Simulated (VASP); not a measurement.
Runs of VASP 6.6.1 on Be. The structure is that of space group Fm-3m (No. 225), or close to it. The cells are those of the table. 

```tsv
cell	gap on the mesh (eV)	pressure (GPa)
a = 2.187 Å, angles 120.0, 120.0, 90.0°, 1 atom	none	(a)
a = 2.276 Å, angles 120.0, 120.0, 90.0°, 1 atom	none	-6.1
a = 2.163 Å, angles 120.0, 120.0, 90.0°, 1 atom	none	13.6
a = 2.210 Å, angles 120.0, 120.0, 90.0°, 1 atom	none	4.0
a = 2.232 Å, angles 120.0, 120.0, 90.0°, 1 atom	none	0.1
a = 2.304 Å, angles 120.0, 120.0, 90.0°, 1 atom	none	(b)
a = 2.254 Å, angles 120.0, 120.0, 90.0°, 1 atom	none	-3.2
a = 2.139 Å, angles 120.0, 120.0, 90.0°, 1 atom	none	19.5
```

Alike in all rows: task single point; level PBE; potentials or basis VASP PAW PBE potentials, release 64 (Be); no spin polarisation; k mesh 34 × 34 × 34; cutoff (eV) 520; smearing gaussian 0.1 eV.

Question: Fill in the values left out.

Answer: (a) 8.4; (b) -9.4.

A gap of «none» marks levels without a gap at the run's occupations.
